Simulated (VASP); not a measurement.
# Zn (Fm-3m) in VASP: notebook

Zn is run at these levels: LDA; tasks: single point, relaxation of cell and atoms.

Program: VASP 6.6.1. These are calculated values, not measurements. Logs are shortened: lines on timing, memory, paths and dates and some standing lists are left out, and cuts for length are marked.

## Step 1: The cell of the first run

The structure is cubic, space group Fm-3m (No. 225). The conventional cell has a = 3.775 Å, b = 3.775 Å, c = 3.775 Å, α = 90.00°, β = 90.00°, γ = 90.00°. Zn (site symmetry m-3m) has 12 Zn at 2.67 Å within 3.5 Å.

This isn't the form of Zn at room conditions, which is hcp.

## Step 2: Single point, LDA

The input, INCAR:

```
SYSTEM = Zn
PREC = Accurate
ENCUT = 520
EDIFF = 1E-7
ISMEAR = 0
SIGMA = 0.1
LREAL = .False.
LASPH = .True.
NELM = 100
ALGO = Normal
ISIF = 2
LWAVE = .False.
LCHARG = .False.
NBANDS = 32
```

The input, KPOINTS:

```
regular mesh
0
Gamma
  6 6 6
  0 0 0
```

The input, POSCAR:

```
Zn
1.0
    3.7749174069      0.0000000000      0.0000000000
    0.0000000000      3.7749174069      0.0000000000
    0.0000000000      0.0000000000      3.7749174069
Zn
4
Direct
    0.0000000000      0.0000000000      0.0000000000
    0.0000000000      0.5000000000      0.5000000000
    0.5000000000      0.0000000000      0.5000000000
    0.5000000000      0.5000000000      0.0000000000
```

Potentials or basis: VASP PAW LDA potentials, release 64 (Zn).

Launch:

```bash
$ cat potpaw_LDA.64/Zn/POTCAR > POTCAR
$ mpirun -np 1 vasp_std > vasp.out
```

OUTCAR:

```text
SYSTEM = Zn
   PREC = Accurate
   ENCUT = 520
   EDIFF = 1E-7
   ISMEAR = 0
   LREAL = .False.
   LASPH = .True.
   NELM = 100
   ISIF = 2

 ion  position               nearest neighbor table
   1  0.000  0.000  0.000-   2 2.67   3 2.67   4 2.67   2 2.67   3 2.67   2 2.67   4 2.67   2 2.67
                             3 2.67   4 2.67   3 2.67   4 2.67
   2  0.000  0.500  0.500-   1 2.67   3 2.67   4 2.67   1 2.67   4 2.67   1 2.67   3 2.67   1 2.67
                             3 2.67   4 2.67   4 2.67   3 2.67
   3  0.500  0.000  0.500-   1 2.67   2 2.67   4 2.67   1 2.67   4 2.67   2 2.67   4 2.67   4 2.67
                             1 2.67   2 2.67   1 2.67   2 2.67
   4  0.500  0.500  0.000-   1 2.67   2 2.67   3 2.67   2 2.67   3 2.67   1 2.67   3 2.67   3 2.67
                             1 2.67   2 2.67   2 2.67   1 2.67

  LATTYP: Found a simple cubic cell.
 ALAT       =     3.7749174069

  Lattice vectors:

 A1 = (   3.7749174069,   0.0000000000,   0.0000000000)
 A2 = (   0.0000000000,   3.7749174069,   0.0000000000)
 A3 = (   0.0000000000,   0.0000000000,   3.7749174069)

Analysis of symmetry for initial positions (statically):
=====================================================================
 Subroutine PRICEL returns following result:

  LATTYP: Found a face centered cubic cell.
 ALAT       =     3.7749174069

  Lattice vectors:

 A1 = (   1.8874587034,  -1.8874587034,   0.0000000000)
 A2 = (   1.8874587034,   0.0000000000,   1.8874587034)
 A3 = (   0.0000000000,  -1.8874587034,   1.8874587034)

   4 primitive cells build up your supercell.

 Routine SETGRP: Setting up the symmetry group for a
 simple cubic supercell.

 Subroutine GETGRP returns: Found 48 space group operations
 (whereof 48 operations were pure point group operations)
 out of a pool of 48 trial point group operations.

The static configuration has the point symmetry O_h .

Analysis of symmetry for dynamics (positions and initial velocities):
=====================================================================
 Subroutine PRICEL returns following result:

  LATTYP: Found a face centered cubic cell.
 ALAT       =     3.7749174069

  Lattice vectors:

 A1 = (   1.8874587034,  -1.8874587034,   0.0000000000)
 A2 = (   1.8874587034,   0.0000000000,   1.8874587034)
 A3 = (   0.0000000000,  -1.8874587034,   1.8874587034)

   4 primitive cells build up your supercell.

 Routine SETGRP: Setting up the symmetry group for a
 simple cubic supercell.

 Subroutine GETGRP returns: Found 48 space group operations
 (whereof 48 operations were pure point group operations)
 out of a pool of 48 trial point group operations.

The dynamic configuration has the point symmetry O_h .

 Subroutine INISYM returns: Found 48 space group operations
 (whereof 48 operations are pure point group operations),
 and found     4 'primitive' translations

----------------------------------------------------------------------------------------

                                     Primitive cell

  volume of cell :      13.4481

  direct lattice vectors                    reciprocal lattice vectors
     1.887458703 -1.887458703  0.000000000     0.264906458 -0.264906458 -0.264906458
     1.887458703  0.000000000  1.887458703     0.264906458  0.264906458  0.264906458
     0.000000000 -1.887458703  1.887458703    -0.264906458 -0.264906458  0.264906458

  length of vectors
     2.669269697  2.669269697  2.669269697     0.458831445  0.458831445  0.458831445

  position of ions in fractional coordinates (direct lattice)
     0.000000000  0.000000000  0.000000000

  ion indices of the primitive-cell ions
   primitive index   ion index
                 1           1

----------------------------------------------------------------------------------------

 KPOINTS: regular mesh

Automatic generation of k-mesh.
 Grid dimensions read from file:
 generate k-points for:    6    6    6

 Generating k-lattice:

  Cartesian coordinates                     Fractional coordinates (reciprocal lattice)
     0.044151076  0.000000000  0.000000000     0.166666667  0.000000000  0.000000000
     0.000000000  0.044151076  0.000000000     0.000000000  0.166666667  0.000000000
     0.000000000  0.000000000  0.044151076     0.000000000  0.000000000  0.166666667

  Length of vectors
     0.044151076  0.044151076  0.044151076

  Shift w.r.t. Gamma in fractional coordinates (k-lattice)
     0.000000000  0.000000000  0.000000000

 Subroutine IBZKPT returns following result:
 ===========================================

 Found     20 irreducible k-points:

 Following reciprocal coordinates:
            Coordinates               Weight
  0.000000  0.000000  0.000000      1.000000
  0.166667  0.000000  0.000000      6.000000
  0.333333  0.000000  0.000000      6.000000
  0.500000  0.000000  0.000000      3.000000
  0.166667  0.166667  0.000000     12.000000
  0.333333  0.166667  0.000000     24.000000
[... 12 lines left out ...]
  0.500000  0.500000  0.333333      6.000000
  0.500000  0.500000  0.500000      1.000000
   k-points           NKPTS =     20   k-points in BZ     NKDIM =     20   number of bands    NBANDS=     32
   number of dos      NEDOS =    301   number of ions     NIONS =      4
   total plane-waves  NPLWV =  21952
   dimension x,y,z NGX =    28 NGY =   28 NGZ =   28
   dimension x,y,z NGXF=    56 NGYF=   56 NGZF=   56
   ions per type =               4
   NGX,Y,Z   is equivalent  to a cutoff of  12.33, 12.33, 12.33 a.u.
   NGXF,Y,Z  is equivalent  to a cutoff of  24.66, 24.66, 24.66 a.u.
 SYSTEM =  Zn
   PREC   = accura    normal or accurate (medium, high low for compatibility)
   ISTART =      0    job   : 0-new  1-cont  2-samecut
   ICHARG =      2    charge: 1-file 2-atom 10-const
   ISPIN  =      1    spin polarized calculation?
   LNONCOLLINEAR =      F non collinear calculations
   LSORBIT =      F    spin-orbit coupling
   LASPH  =      T    aspherical Exc in radial PAW
   ENCUT  =  520.0 eV  38.22 Ry    6.18 a.u.   7.02  7.02  7.02*2*pi/ulx,y,z
   NELM   =    100;   NELMIN=  2; NELMDL= -5     # of ELM steps
   EDIFF  = 0.1E-06   stopping-criterion for ELM
   LREAL  =      F    real-space projection
   EDIFFG = 0.1E-05   stopping-criterion for IOM
   NSW    =      0    number of steps for IOM
   IBRION =     -1    ionic relax: 0-MD 1-quasi-New 2-CG
   NFREE  =      0    steps in history (QN), initial steepest desc. (CG)
   ISIF   =      2    stress and relaxation
   ISYM   =      2    0-nonsym 1-usesym 2-fastsym
   POTIM  = 0.5000    time-step for ionic-motion
   TEBEG  =    0.0;   TEEND  =   0.0 temperature during run
   PSTRESS=    0.0 pullay stress
   NELECT =      48.0000    total number of electrons
   NUPDOWN=      -1.0000    fix difference up-down
   EMIN   =  10.00;   EMAX   =-10.00  energy-range for DOS
   EFERMI =   0.00;   METHOD = LEGACY
   ISMEAR =     0;   SIGMA  =   0.10  broadening in eV -4-tet -1-fermi 0-gaus
   EFERMI_NEDOS =   21; number of points for ismear=-14 and -15
   IALGO  =     38    algorithm
   IMIX   =      4    mixing-type and parameters
     AMIX     =   0.40;   BMIX     =  1.00
     AMIX_MAG =   1.60;   BMIX_MAG =  1.00
  volume/ion in A,a.u.               =      13.45        90.75
  Fermi-wavevector in a.u.,A,eV,Ry     =   1.576090  2.978379 33.797701  2.484061
  Thomas-Fermi vector in A             =   2.676976
   LORBIT       =      0    0 simple, 1 ext, 2 COOP (PROOUT), +10 PAW based schemes
   GGA     = CA    functional components
   LHFCALC =     F    Hartree Fock is set to
   AEXX    =    0.0000 exact exchange contribution
   IVDW    =     0    specifies the selected vdW correction
   LEPSILON=     F    determine dielectric tensor
   LRPA    =     F    only Hartree local field effects (RPA)
 non-spin polarized calculation
 Gauss-broadening in eV      SIGMA  =   0.10
  energy-cutoff  :      520.00
  volume of cell :       53.79
 maximum number of plane-waves:      1472
   NGX = 15   NGY = 15   NGZ = 15

 number of electron      48.0000086 magnetization

 Free energy of the ion-electron system (eV)
  ---------------------------------------------------
  ext. energy  EPLUGINS =         0.00000000
  ---------------------------------------------------
  free energy    TOTEN  =        -7.35149873 eV

  energy without entropy =       -7.34132478  energy(sigma->0) =       -7.34641176

 E-fermi :   3.7148     XC(G=0): -12.5691

 val. band max:        3.6676509875   @ k =   0.3333   0.3333   0.1667
 cond. band min:       3.8650606671   @ k =   0.5000   0.5000   0.3333
 fundamental gap:      0.1974096795
 Fermi energy:         3.7148000309

 k-point     1 :       0.0000    0.0000    0.0000
  band No.  band energies     occupation
      1      -7.5921      2.00000
      2      -5.1666      2.00000
      3      -5.1666      2.00000
      4      -5.1666      2.00000
      5      -5.0551      2.00000
      6      -5.0551      2.00000
[... 24 lines left out ...]
     31      12.7531      0.00000
     32      12.7531      0.00000

 k-point     2 :       0.1667    0.0000    0.0000
  band No.  band energies     occupation
      1      -7.2891      2.00000
      2      -5.1161      2.00000
      3      -5.0770      2.00000
      4      -5.0770      2.00000
      5      -5.0043      2.00000
      6      -4.9846      2.00000
[... 24 lines left out ...]
     31      11.4259      0.00000
     32      13.1505      0.00000

 k-point     3 :       0.3333    0.0000    0.0000
  band No.  band energies     occupation
      1      -6.4221      2.00000
      2      -5.0311      2.00000
      3      -4.8673      2.00000
      4      -4.8673      2.00000
      5      -4.8648      2.00000
      6      -4.7733      2.00000
[... 24 lines left out ...]
     31      12.8066      0.00000
     32      14.3054      0.00000

 k-point     4 :       0.5000    0.0000    0.0000
  band No.  band energies     occupation
      1      -5.3327      2.00000
      2      -5.3327      2.00000
      3      -4.7358      2.00000
      4      -4.7358      2.00000
      5      -4.6730      2.00000
      6      -4.6730      2.00000
[... 514 lines left out ...]
     31      16.3690      0.00000
     32      16.3690      0.00000

 k-point    19 :       0.5000    0.5000    0.3333
  band No.  band energies     occupation
      1      -5.1438      2.00000
      2      -5.1438      2.00000
      3      -5.1438      2.00000
      4      -5.1438      2.00000
      5      -4.3124      2.00000
      6      -4.3124      2.00000
[... 24 lines left out ...]
     31      17.5275      0.00000
     32      17.5275      0.00000

 k-point    20 :       0.5000    0.5000    0.5000
  band No.  band energies     occupation
      1      -5.2278      2.00000
      2      -5.2278      2.00000
      3      -5.2278      2.00000
      4      -5.2278      2.00000
      5      -4.2911      2.00000
      6      -4.2911      2.00000
[... 24 lines left out ...]
     31      20.3292      0.00000
     32      20.3292      0.00000

------------------------ aborting loop because EDIFF is reached ----------------------------------------

  FORCE on cell =-STRESS in cart. coord.  units (eV):
  Direction    XX          YY          ZZ          XY          YZ          ZX
  --------------------------------------------------------------------------------------
  -------------------------------------------------------------------------------------
  Total        0.2210248      0.2210248      0.2210248      0.0000000     -0.0000000      0.0000000
  in kB        6.5830816      6.5830816      6.5830816      0.0000000     -0.0000000      0.0000000
  external PRESSURE =       6.5830816 kB  Pullay stress =       0.0000000 kB

 VOLUME and BASIS-vectors are now :
 -----------------------------------------------------------------------------
  energy-cutoff  :      520.00
  volume of cell :       53.79
      direct lattice vectors                 reciprocal lattice vectors
     3.774917407  0.000000000  0.000000000     0.264906458  0.000000000  0.000000000
     0.000000000  3.774917407  0.000000000     0.000000000  0.264906458  0.000000000
     0.000000000  0.000000000  3.774917407     0.000000000  0.000000000  0.264906458

 POSITION                                       TOTAL-FORCE (eV/Angst)
 -----------------------------------------------------------------------------------
      0.00000      0.00000      0.00000         0.000000      0.000000      0.000000
      0.00000      1.88746      1.88746         0.000000      0.000000      0.000000
      1.88746      0.00000      1.88746         0.000000      0.000000      0.000000
      1.88746      1.88746      0.00000        -0.000000     -0.000000     -0.000000
 -----------------------------------------------------------------------------------
    total drift:                                0.000000      0.000000      0.000000

  FREE ENERGIE OF THE ION-ELECTRON SYSTEM (eV)
  ---------------------------------------------------
  free  energy   TOTEN  =        -7.3514987337 eV

  energy  without entropy=       -7.3413247802  energy(sigma->0) =       -7.34641176
```

Run time: 47 s. Hardware: 1 thread of Intel Xeon 8259CL, shared host; peak memory 0.15 GiB.

Results:

- Free energy: -7.3515 eV
- Pressure: 0.7 GPa
- Band gap on the k mesh: zero (bands 24 and 25 overlap by 3.55 eV)

## Step 3: Relaxation of cell and atoms, LDA

This run uses another cell than the first one, of 15.29 Å³/atom.

The input, INCAR:

```
SYSTEM = Zn
ALGO     = Normal         ! electronic algorithm
EDIFF    = 1E-6           ! SCF threshold, eV
EDIFFG   = -0.01          ! ionic threshold
ENCUT    = 600            ! plane-wave cutoff, eV
IBRION   = 2              ! ionic algorithm
ISIF     = 3              ! what is computed and relaxed
ISMEAR   = 0              ! smearing method
LASPH    = .TRUE.         ! aspherical terms in the spheres
LCHARG   = .FALSE.        ! write CHGCAR
LREAL    = .FALSE.        ! projectors in reciprocal space
LWAVE    = .FALSE.        ! write WAVECAR
NELM     = 60             ! most SCF steps
NSW      = 60             ! ionic steps
PREC     = Accurate       ! precision mode
SIGMA    = 0.1            ! smearing width, eV
```

The input, KPOINTS:

```
k-points
0
G
  6 6 6
  0 0 0
```

The input, POSCAR:

```
Zn
1.0
    3.9400000000      0.0000000000      0.0000000000
    0.0000000000      3.9400000000      0.0000000000
    0.0000000000      0.0000000000      3.9400000000
Zn
4
Direct
    0.0000000000      0.0000000000      0.0000000000
    0.0000000000      0.5000000000      0.5000000000
    0.5000000000      0.0000000000      0.5000000000
    0.5000000000      0.5000000000      0.0000000000
```

Potentials or basis: VASP PAW LDA potentials, release 64 (Zn).

Launch:

```bash
$ cat potpaw_LDA.64/Zn/POTCAR > POTCAR
$ mpirun -np 1 vasp_std > vasp.out
```

It took 1.9 min on 1 thread of Intel Xeon 8259CL, shared host; peak memory 0.17 GiB.

It converged, with:

```yaml
Free_energy: -7.3548 eV
Relaxed_volume: 13.52 Å³/atom
Relaxed_cell: a = 3.782 Å, b = 3.782 Å, c = 3.782 Å, α = 90.00°, β = 90.00°, γ = 90.00°
Space_group_after_relaxing_to_0.1_Å: Fm-3m (No. 225)
Energy_gained_by_relaxing: 52.9 meV/atom
Ionic_steps: 3
Pressure_after_relaxing: 0.0 GPa
```

The path:
```
step  energy change (eV)  largest force (eV/Å)  pressure (GPa)  volume (Å³)
   1              0.0000                0.0000           -8.45        61.16
   2             -0.2112                0.0000           -0.37        54.30
   3             -0.2114                0.0000            0.03        54.09
```

Final structure:
```
CELL_PARAMETERS angstrom
3.78179 0.00000 0.00000
0.00000 3.78179 0.00000
0.00000 0.00000 3.78179
ATOMIC_POSITIONS crystal
Zn 0.00000 0.00000 0.00000
Zn 0.00000 0.50000 0.50000
Zn 0.50000 0.00000 0.50000
Zn 0.50000 0.50000 0.00000
```

Levels at points of the mesh, in eV from the Fermi level:
| k point | band 21 | band 22 | band 23 | band 24 | band 25 | band 26 | band 27 | band 28 |
| --- | --- | --- | --- | --- | --- | --- | --- | --- |
| (0.00, 0.00, 0.00) | -7.07 | -1.24 | -1.24 | -1.24 | 2.19 | 2.19 | 2.19 | 9.01 |
| (0.50, 0.00, 0.00) | -7.07 | -7.07 | 2.38 | 2.38 | 2.38 | 2.38 | 3.75 | 3.75 |
| (0.50, 0.50, 0.00) | -4.81 | -4.81 | -4.81 | -4.81 | 5.48 | 5.48 | 5.48 | 5.48 |
| (0.50, 0.50, 0.50) | -3.32 | -3.32 | -3.32 | -3.32 | -1.17 | -1.17 | -1.17 | -1.17 |

Caveat: the highest band is partly filled, so the run has too few bands.
